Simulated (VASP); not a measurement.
A run of VASP 6.6.1 is set up as follows.

File INCAR:

```
SYSTEM = C
PREC     = Accurate       ! precision mode
ENCUT    = 520            ! plane-wave cutoff, eV
EDIFF    = 1E-6           ! SCF threshold, eV
ISMEAR   = 0              ! smearing method
SIGMA    = 0.15           ! smearing width, eV
LREAL    = .FALSE.        ! projectors in reciprocal space
LASPH    = .TRUE.         ! aspherical terms in the spheres
NELM     = 100            ! most SCF steps
ALGO     = Normal         ! electronic algorithm
ISIF     = 2              ! what is computed and relaxed
LWAVE    = .FALSE.        ! write WAVECAR
LCHARG   = .TRUE.         ! write CHGCAR
GGA      = CA             ! functional
LELF     = .TRUE.         ! ELF
LVHAR    = .TRUE.       
NBANDS   = 16             ! bands
```

File KPOINTS:

```
regular mesh
0
G
  18 18 2
  0 0 0
```

File POSCAR:

```
C
1.0
    2.4446025229      0.0000000000      0.0000000000
   -1.2223012614      2.1170878870      0.0000000000
    0.0000000000      0.0000000000     24.1078379870
C
4
Direct
    0.0141704084      0.0283408168      0.5687751440
   -0.0141704084     -0.0283408168      0.4312248560
    0.3475031164      0.6950062328      0.4312002200
    0.6524968836      0.3049937672      0.5687997800
```

Potentials or basis: VASP PAW LDA potentials, release 64 (C).

Launch:

```sh
$ cat potpaw_LDA.64/C/POTCAR > POTCAR
$ mpirun -np 1 vasp_std > vasp.out
```

(1) Estimate the largest force.

## Answers

(1) 5.757 eV/Å.

Caveat: the cell differs from its parent crystal (atoms displaced along a vibrational mode); there is no dipole correction, which matters where the two faces differ.
